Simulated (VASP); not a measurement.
# W (I4/mmm) in VASP: a series of runs

Runs on W. Level: PBEsol. Tasks: single point.

All numbers are computed with VASP 6.6.1; they aren't measurements. Logs are shortened: lines on timing, memory, paths and dates and some standing lists are left out, and cuts for length are marked.

**1. The cell of the first run**

Symmetry: I4/mmm, No. 139, tetragonal system. The conventional cell has a = 2.742 Å, b = 2.742 Å, c = 3.998 Å, α = 90.00°, β = 90.00°, γ = 90.00°. W (site symmetry 4/mmm) has 12 W at 2.74 to 2.78 Å within 3.6 Å.

**2. Single point, PBEsol (strain -0.030 along x and y, +0.000 along z)**

INCAR

```
SYSTEM = W
PREC = Accurate
ENCUT = 520
EDIFF = 1E-6
ISMEAR = 0
SIGMA = 0.15
LREAL = .FALSE.
LASPH = .TRUE.
NELM = 80
ALGO = Fast
ISIF = 2
LWAVE = .FALSE.
LCHARG = .TRUE.
GGA = PS
LELF = .TRUE.
LVHAR = .TRUE.
NBANDS = 13
```

KPOINTS

```
regular mesh
0
G
  26 26 26
  0 0 0
```

POSCAR

```
W
1.0
    0.0000000000      1.9390258939      1.9989957669
    1.9390258939      0.0000000000      1.9989957669
    1.9390258939      1.9390258939      0.0000000000
W
1
Direct
    0.0000000000      0.0000000000      0.0000000000
```

Potentials or basis: VASP PAW PBE potentials, release 64 (W_sv).

Run with:

```sh
> cat potpaw_PBE.64/W_sv/POTCAR > POTCAR
> mpirun -np 1 vasp_std > vasp.out
```

OUTCAR:

```text
SYSTEM = W
   PREC = Accurate
   ENCUT = 520
   EDIFF = 1E-6
   ISMEAR = 0
   LREAL = .FALSE.
   LASPH = .TRUE.
   NELM = 80
   ISIF = 2
   GGA = PS

 ion  position               nearest neighbor table
   1  0.000  0.000  0.000-

  LATTYP: Found a body centered tetragonal cell.
 ALAT       =     2.7421967169
 C/A-ratio  =     1.4579521262

  Lattice vectors:

 A1 = (  -1.9390258939,   0.0000000000,   1.9989957669)
 A2 = (   1.9390258939,   0.0000000000,   1.9989957669)
 A3 = (   0.0000000000,   1.9390258939,  -1.9989957669)

Analysis of symmetry for initial positions (statically):
=====================================================================
 Subroutine PRICEL returns:
 Original cell was already a primitive cell.

 Routine SETGRP: Setting up the symmetry group for a
 body centered tetragonal supercell.

 Subroutine GETGRP returns: Found 16 space group operations
 (whereof 16 operations were pure point group operations)
 out of a pool of 16 trial point group operations.

The static configuration has the point symmetry D_4h.

Analysis of symmetry for dynamics (positions and initial velocities):
=====================================================================
 Subroutine PRICEL returns:
 Original cell was already a primitive cell.

 Routine SETGRP: Setting up the symmetry group for a
 body centered tetragonal supercell.

 Subroutine GETGRP returns: Found 16 space group operations
 (whereof 16 operations were pure point group operations)
 out of a pool of 16 trial point group operations.

The dynamic configuration has the point symmetry D_4h.

 Subroutine INISYM returns: Found 16 space group operations
 (whereof 16 operations are pure point group operations),
 and found     1 'primitive' translations

----------------------------------------------------------------------------------------

                                     Primitive cell

  volume of cell :      15.0317

  direct lattice vectors                    reciprocal lattice vectors
     0.000000000  1.939025894  1.998995767    -0.257861435  0.257861435  0.250125592
     1.939025894  0.000000000  1.998995767     0.257861435 -0.257861435  0.250125592
     1.939025894  1.939025894  0.000000000     0.257861435  0.257861435 -0.250125592

  length of vectors
     2.784924684  2.784924684  2.742196717     0.442207928  0.442207928  0.442207928

  position of ions in fractional coordinates (direct lattice)
     0.000000000  0.000000000  0.000000000

  ion indices of the primitive-cell ions
   primitive index   ion index
                 1           1

----------------------------------------------------------------------------------------

 KPOINTS: regular mesh

Automatic generation of k-mesh.
 Grid dimensions read from file:
 generate k-points for:   26   26   26

 Generating k-lattice:

  Cartesian coordinates                     Fractional coordinates (reciprocal lattice)
    -0.009917748  0.009917748  0.009620215     0.038461538  0.000000000  0.000000000
     0.009917748 -0.009917748  0.009620215     0.000000000  0.038461538  0.000000000
     0.009917748  0.009917748 -0.009620215     0.000000000  0.000000000  0.038461538

  Length of vectors
     0.017007997  0.017007997  0.017007997

  Shift w.r.t. Gamma in fractional coordinates (k-lattice)
     0.000000000  0.000000000  0.000000000

 Subroutine IBZKPT returns following result:
 ===========================================

 Found   1330 irreducible k-points:

 Following reciprocal coordinates:
            Coordinates               Weight
  0.000000  0.000000  0.000000      1.000000
  0.038462 -0.000000  0.000000      8.000000
  0.076923 -0.000000  0.000000      8.000000
  0.115385 -0.000000  0.000000      8.000000
  0.153846  0.000000  0.000000      8.000000
  0.192308  0.000000  0.000000      8.000000
[... 16 lines left out ...]
  0.346154  0.038462  0.000000      8.000000
  0.384615  0.038462  0.000000      8.000000
 [... further k-points ...]
   k-points           NKPTS =   1330   k-points in BZ     NKDIM =   1330   number of bands    NBANDS=     13
   number of dos      NEDOS =    301   number of ions     NIONS =      1
   total plane-waves  NPLWV =  11520
   dimension x,y,z NGX =    24 NGY =   24 NGZ =   20
   dimension x,y,z NGXF=    48 NGYF=   48 NGZF=   40
   ions per type =               1
   NGX,Y,Z   is equivalent  to a cutoff of  14.33, 14.33, 12.13 a.u.
   NGXF,Y,Z  is equivalent  to a cutoff of  28.65, 28.65, 24.25 a.u.
 SYSTEM =  W
   PREC   = accura    normal or accurate (medium, high low for compatibility)
   ISTART =      0    job   : 0-new  1-cont  2-samecut
   ICHARG =      2    charge: 1-file 2-atom 10-const
   ISPIN  =      1    spin polarized calculation?
   LNONCOLLINEAR =      F non collinear calculations
   LSORBIT =      F    spin-orbit coupling
   LASPH  =      T    aspherical Exc in radial PAW
   ENCUT  =  520.0 eV  38.22 Ry    6.18 a.u.   5.18  5.18  5.10*2*pi/ulx,y,z
[... 19 lines left out ...]
   IMIX   =      4    mixing-type and parameters
     AMIX     =   0.40;   BMIX     =  1.00
     AMIX_MAG =   1.60;   BMIX_MAG =  1.00
  volume/ion in A,a.u.               =      15.03       101.44
  Fermi-wavevector in a.u.,A,eV,Ry     =   1.598752  3.021204 34.776607  2.556009
  Thomas-Fermi vector in A             =   2.696153
   LORBIT       =      0    0 simple, 1 ext, 2 COOP (PROOUT), +10 PAW based schemes
   GGA     = PS    functional components
   LHFCALC =     F    Hartree Fock is set to
   AEXX    =    0.0000 exact exchange contribution
   IVDW    =     0    specifies the selected vdW correction
   LEPSILON=     F    determine dielectric tensor
   LRPA    =     F    only Hartree local field effects (RPA)
 non-spin polarized calculation
 RMM-DIIS sequential band-by-band and
 Gauss-broadening in eV      SIGMA  =   0.15
  energy-cutoff  :      520.00
  volume of cell :       15.03
 maximum number of plane-waves:       420
 NGX is ok and might be reduce to    24
   NGX = 11   NGY = 11   NGZ = 11

 number of electron      14.0000000 magnetization

 Free energy of the ion-electron system (eV)
  ---------------------------------------------------
  ext. energy  EPLUGINS =         0.00000000
  ---------------------------------------------------
  free energy    TOTEN  =       -13.26212715 eV

  energy without entropy =      -13.24967398  energy(sigma->0) =      -13.25590057

 E-fermi :  11.5877     XC(G=0): -14.0529

 val. band max:       11.5868426044   @ k =   0.1538   0.0769   0.0000
 cond. band min:      11.5881217802   @ k =  -0.3846   0.3846   0.0000
 fundamental gap:      0.0012791758
 Fermi energy:        11.5877379387

 k-point     1 :       0.0000    0.0000    0.0000
  band No.  band energies     occupation
      1     -61.9091      2.00000
      2     -25.4247      2.00000
      3     -25.3905      2.00000
      4     -25.3905      2.00000
      5       2.1052      2.00000
      6      10.5895      2.00000
      7      11.0352      2.00000
      8      11.0352      2.00000
      9      14.0533      0.00000
     10      14.7491      0.00000
     11      24.5020      0.00000
     12      29.3942      0.00000
     13      30.4941      0.00000

 k-point     2 :       0.0385   -0.0000    0.0000
  band No.  band energies     occupation
      1     -61.9069      2.00000
      2     -25.4378      2.00000
      3     -25.4055      2.00000
      4     -25.3931      2.00000
      5       2.1786      2.00000
      6      10.5939      2.00000
      7      11.0059      2.00000
      8      11.0704      2.00000
      9      14.0232      0.00000
     10      14.7086      0.00000
     11      24.6520      0.00000
     12      29.3688      0.00000
     13      30.3109      0.00000

 k-point     3 :       0.0769   -0.0000    0.0000
  band No.  band energies     occupation
      1     -61.9001      2.00000
      2     -25.5005      2.00000
      3     -25.4248      2.00000
      4     -25.4006      2.00000
      5       2.3943      2.00000
      6      10.5525      2.00000
      7      10.9787      2.00000
      8      11.1706      1.99992
      9      13.9458      0.00000
     10      14.5992      0.00000
     11      25.0803      0.00000
     12      28.9372      0.00000
     13      30.3728      0.00000
[... 305 lines left out ...]
 k-point    23 :       0.3462    0.0385    0.0000
  band No.  band energies     occupation
      1     -61.7899      2.00000
      2     -26.5748      2.00000
      3     -25.5910      2.00000
      4     -25.5383      2.00000
      5       5.3085      2.00000
      6      10.3660      2.00000
      7      10.6964      2.00000
      8      11.3785      1.95150
      9      15.3214      0.00000
     10      15.8739      0.00000
     11      23.9239      0.00000
     12      28.3652      0.00000
     13      34.2362      0.00000

 k-point    24 :       0.3846    0.0385    0.0000
  band No.  band energies     occupation
      1     -61.7745      2.00000
      2     -26.7152      2.00000
      3     -25.6165      2.00000
      4     -25.5521      2.00000
      5       5.4520      2.00000
      6      10.4816      2.00000
      7      10.9945      2.00000
      8      11.2174      1.99952
      9      15.9819      0.00000
     10      16.3529      0.00000
     11      23.5392      0.00000
     12      27.0674      0.00000
     13      33.0374      0.00000

 [... further k-points ...]
[... 5 lines left out ...]
  --------------------------------------------------------------------------------------
  -------------------------------------------------------------------------------------
  Total        1.7667158      1.7667158      2.5759566      0.0000000      0.0000000      0.0000000
  in kB      188.3077439    188.3077439    274.5617493      0.0000000      0.0000000      0.0000000
  external PRESSURE =     217.0590791 kB  Pullay stress =       0.0000000 kB

 VOLUME and BASIS-vectors are now :
 -----------------------------------------------------------------------------
  energy-cutoff  :      520.00
  volume of cell :       15.03
      direct lattice vectors                 reciprocal lattice vectors
     0.000000000  1.939025894  1.998995767    -0.257861435  0.257861435  0.250125592
     1.939025894  0.000000000  1.998995767     0.257861435 -0.257861435  0.250125592
     1.939025894  1.939025894  0.000000000     0.257861435  0.257861435 -0.250125592

 POSITION                                       TOTAL-FORCE (eV/Angst)
 -----------------------------------------------------------------------------------
      0.00000      0.00000      0.00000         0.000000     -0.000000      0.000000
 -----------------------------------------------------------------------------------
    total drift:                                0.000000      0.000000     -0.000000

  FREE ENERGIE OF THE ION-ELECTRON SYSTEM (eV)
  ---------------------------------------------------
  free  energy   TOTEN  =       -13.2621271500 eV

  energy  without entropy=      -13.2496739814  energy(sigma->0) =      -13.25590057
```

Run time: 81 s. Hardware: 1 thread of Intel Xeon 6975P-C (Granite Rapids), shared host; peak memory 0.34 GiB.

Results:

```
Free energy            : -13.2621 eV
Pressure               : 21.7 GPa
Band gap on the k mesh : zero (band 7 reaches 15.40 eV, above the bottom of band 8 at 11.02 eV)
```

Caveat: the cell differs from its parent crystal (strain -0.030 along x and y, +0.000 along z); the PAW data sets were made with another functional, which shifts forces and pressure a little; spin-orbit coupling is left out, which moves the levels of the heavy elements.

**3. Single point, PBEsol (strain -0.015 along x and y, -0.030 along z)**

INCAR

```
PREC = Accurate
ENCUT = 520
EDIFF = 1E-7
ISMEAR = 0
SIGMA = 0.15
LREAL = False
LASPH = True
NELM = 80
ALGO = Fast
ISIF = 2
LWAVE = False
LCHARG = False
GGA = PS
NBANDS = 13
```

KPOINTS

```
Automatic mesh
0
Gamma
  26 26 26
```

POSCAR

```
W
1.0
    0.0000000000      1.9690108304      1.9390258939
    1.9690108304      0.0000000000      1.9390258939
    1.9690108304      1.9690108304      0.0000000000
W
1
Direct
    0.0000000000      0.0000000000      0.0000000000
```

Potentials or basis: VASP PAW PBE potentials, release 64 (W_sv).

Run with:

```sh
> cat potpaw_PBE.64/W_sv/POTCAR > POTCAR
> mpirun -np 1 vasp_std > vasp.out
```

Run time: 1.8 min. Hardware: 1 thread of Intel Xeon 6975P-C (Granite Rapids), shared host; peak memory 0.35 GiB.

It converged, with:

```
Free energy            : -13.2563 eV
Pressure               : 21.5 GPa
Band gap on the k mesh : zero (band 7 reaches 15.39 eV, above the bottom of band 8 at 10.92 eV)
```

Stress tensor (GPa, compression positive):
```
23.25  0.00  0.00
 0.00 23.25  0.00
 0.00  0.00 18.04
```

Levels at points of the mesh, in eV from the Fermi level:
```tsv
k point	band 5	band 6	band 7	band 8	band 9	band 10
(0.00, 0.00, 0.00)	-9.46	-0.76	-0.76	-0.54	2.68	3.01
(0.50, 0.00, 0.00)	-6.11	-1.09	-0.83	0.95	5.60	5.76
(0.50, 0.50, 0.00)	-6.15	-5.14	3.83	5.63	6.55	6.55
(0.50, 0.00, 0.50)	-6.16	-5.09	3.50	5.65	6.40	6.67
```

Caveat: the cell differs from its parent crystal (strain -0.015 along x and y, -0.030 along z); the PAW data sets were made with another functional, which shifts forces and pressure a little; spin-orbit coupling is left out, which moves the levels of the heavy elements.

**4. Single point, PBEsol (strain -0.030 along x and y, +0.015 along z)**

INCAR

```
PREC = Accurate ; ENCUT = 520
EDIFF = 1E-7 ; ISMEAR = 0
SIGMA = 0.15 ; LREAL = False
LASPH = True ; NELM = 80
ALGO = Fast ; ISIF = 2
LWAVE = False ; LCHARG = False
GGA = PS ; NBANDS = 13
```

KPOINTS is that of step 3.

POSCAR

```
W
1.0
    0.0000000000      1.9390258939      2.0289807034
    1.9390258939      0.0000000000      2.0289807034
    1.9390258939      1.9390258939      0.0000000000
W
1
Direct
    0.0000000000      0.0000000000      0.0000000000
```

Run with:

```sh
> cat potpaw_PBE.64/W_sv/POTCAR > POTCAR
> mpirun -np 1 vasp_std > vasp.out
```

Wall time 92 s (1 thread of Intel Xeon 6975P-C (Granite Rapids), shared host); peak memory 0.35 GiB.

Results (log left out):

| Property | Result |
| --- | --- |
| Free energy | -13.2983 eV |
| Pressure | 16.2 GPa |
| Band gap on the k mesh | zero (band 7 reaches 15.18 eV, above the bottom of band 8 at 10.85 eV) |

Stress tensor (GPa, compression positive):
```
12.43  0.00  0.00
 0.00 12.43  0.00
 0.00  0.00 23.68
```

Levels at points of the mesh, in eV from the Fermi level:
```
           k point  band 3  band 4  band 5  band 6  band 7  band 8  band 9  band 10  band 11  band 12
(0.00, 0.00, 0.00)  -37.06  -37.06   -9.44   -1.14   -0.48   -0.48    2.21     3.23    12.89    17.37
(0.50, 0.00, 0.00)  -37.33  -37.21   -6.08   -1.34   -0.61    0.85    5.30     5.71    11.39    12.49
(0.50, 0.50, 0.00)  -37.52  -37.52   -6.11   -4.97    2.83    5.55    6.31     6.31    12.81    12.81
(0.50, 0.00, 0.50)  -37.70  -37.60   -6.08   -5.08    3.78    5.39    5.93     6.77    11.70    12.54
```

Caveat: the cell differs from its parent crystal (strain -0.030 along x and y, +0.015 along z); the PAW data sets were made with another functional, which shifts forces and pressure a little; spin-orbit coupling is left out, which moves the levels of the heavy elements.

**5. Single point, PBEsol (strain +0.000 along x and y, +0.015 along z)**

INCAR

```
PREC = Accurate ; ENCUT = 520
EDIFF = 1E-6 ; ISMEAR = 0
SIGMA = 0.15 ; LREAL = F
LASPH = T ; NELM = 80
ALGO = Fast ; ISIF = 2
LWAVE = F ; LCHARG = F
GGA = PS ; NBANDS = 13
```

KPOINTS

```
regular mesh
0
Gamma
  26 26 26
```

POSCAR

```
W
1.0
    0.0000000000      1.9989957669      2.0289807034
    1.9989957669      0.0000000000      2.0289807034
    1.9989957669      1.9989957669      0.0000000000
W
1
Direct
    0.0000000000      0.0000000000      0.0000000000
```

Run with:

```sh
> cat potpaw_PBE.64/W_sv/POTCAR > POTCAR
> mpirun -np 1 vasp_std > vasp.out
```

Run time: 5.9 min. Hardware: 1 thread of AMD EPYC 7R43 (Zen 3), shared host; peak memory 0.33 GiB.

Results (log left out):

```
Free energy            : -13.3163 eV
Pressure               : -3.8 GPa
Band gap on the k mesh : zero (band 7 reaches 13.72 eV, above the bottom of band 8 at 9.95 eV)
```

Stress tensor (GPa, compression positive):
```
-5.32  0.00  0.00
 0.00 -5.32  0.00
 0.00  0.00 -0.70
```

Levels at points of the mesh, in eV from the Fermi level:
| k point | band 4 | band 5 | band 6 | band 7 | band 8 | band 9 | band 10 | band 11 |
| --- | --- | --- | --- | --- | --- | --- | --- | --- |
| (0.00, 0.00, 0.00) | -37.22 | -9.07 | -0.71 | -0.51 | -0.51 | 2.44 | 2.74 | 12.84 |
| (0.50, 0.00, 0.00) | -37.37 | -5.68 | -0.93 | -0.71 | 0.68 | 5.06 | 5.19 | 10.45 |
| (0.50, 0.50, 0.00) | -37.63 | -5.60 | -4.57 | 2.93 | 5.10 | 5.87 | 5.87 | 11.99 |
| (0.50, 0.00, 0.50) | -37.66 | -5.59 | -4.61 | 3.23 | 5.07 | 5.76 | 6.01 | 11.64 |

Caveat: the cell differs from its parent crystal (strain +0.000 along x and y, +0.015 along z); the PAW data sets were made with another functional, which shifts forces and pressure a little; spin-orbit coupling is left out, which moves the levels of the heavy elements.

**6. Single point, PBEsol (strain +0.015 along x and y, -0.015 along z)**

Edit INCAR of step 5 so:

```diff
@@ -3,3 +3,3 @@
 SIGMA = 0.15 ; LREAL = F
-LASPH = T ; NELM = 80
+LASPH = T ; NELM = 60
 ALGO = Fast ; ISIF = 2
```

KPOINTS is that of step 5.

POSCAR

```
W
1.0
    0.0000000000      2.0289807034      1.9690108304
    2.0289807034      0.0000000000      1.9690108304
    2.0289807034      2.0289807034      0.0000000000
W
1
Direct
    0.0000000000      0.0000000000      0.0000000000
```

Potentials or basis: VASP PAW PBE potentials, release 64 (W_sv).

Run with:

```sh
> cat potpaw_PBE.64/W_sv/POTCAR > POTCAR
> mpirun -np 1 vasp_std > vasp.out
```

Run time: 6.9 min. Hardware: 1 thread of AMD EPYC 7R43 (Zen 3), shared host; peak memory 0.33 GiB.

It converged, with:

```
Free energy            : -13.3241 eV
Pressure               : -3.7 GPa
Band gap on the k mesh : zero (band 7 reaches 14.03 eV, above the bottom of band 8 at 9.97 eV)
```

Stress tensor (GPa, compression positive):
```
 -0.43   0.00   0.00
  0.00  -0.43   0.00
  0.00   0.00 -10.24
```

Levels at points of the mesh, in eV from the Fermi level:
| k point | band 4 | band 5 | band 6 | band 7 | band 8 | band 9 | band 10 | band 11 |
| --- | --- | --- | --- | --- | --- | --- | --- | --- |
| (0.00, 0.00, 0.00) | -37.23 | -9.10 | -0.73 | -0.73 | -0.34 | 2.27 | 2.85 | 12.83 |
| (0.50, 0.00, 0.00) | -37.37 | -5.70 | -1.07 | -0.61 | 0.66 | 4.96 | 5.24 | 10.44 |
| (0.50, 0.50, 0.00) | -37.73 | -5.59 | -4.68 | 3.52 | 5.03 | 5.88 | 5.88 | 11.51 |
| (0.50, 0.00, 0.50) | -37.63 | -5.62 | -4.59 | 2.91 | 5.05 | 5.61 | 6.07 | 11.73 |

Caveat: the cell differs from its parent crystal (strain +0.015 along x and y, -0.015 along z); the PAW data sets were made with another functional, which shifts forces and pressure a little; spin-orbit coupling is left out, which moves the levels of the heavy elements.

**7. Summary**

| cell | further INCAR settings | gap on the mesh (eV) | pressure (GPa) |
| --- | --- | --- | --- |
| a = 2.785, b = 2.785, c = 2.742 Å, angles 60.5, 60.5, 59.0°, 1 atom | ALGO = Fast; EDIFF = 1e-06; NBANDS = 13 | none | 21.7 |
| a = 2.763, b = 2.763, c = 2.785 Å, angles 59.7, 59.7, 60.5°, 1 atom | ALGO = Fast; EDIFF = 1e-07; NBANDS = 13 | none | 21.5 |
| a = 2.807, b = 2.807, c = 2.742 Å, angles 60.8, 60.8, 58.5°, 1 atom | ALGO = Fast; EDIFF = 1e-07; NBANDS = 13 | none | 16.2 |
| a = 2.848, b = 2.848, c = 2.827 Å, angles 60.2, 60.2, 59.5°, 1 atom | ALGO = Fast; EDIFF = 1e-06; NBANDS = 13 | none | -3.8 |
| a = 2.827, b = 2.827, c = 2.869 Å, angles 59.5, 59.5, 61.0°, 1 atom | ALGO = Fast; EDIFF = 1e-06; NBANDS = 13 | none | -3.7 |

Alike in all rows: task single point; level PBEsol; potentials or basis VASP PAW PBE potentials, release 64 (W_sv); no spin polarisation; k mesh 26 × 26 × 26; cutoff (eV) 520; smearing gaussian 0.15 eV.

Caveats: the PAW data sets were made with another functional, which shifts forces and pressure a little; spin-orbit coupling is left out, which moves the levels of the heavy elements.

Absolute energies hang on the potentials; compare differences alone.
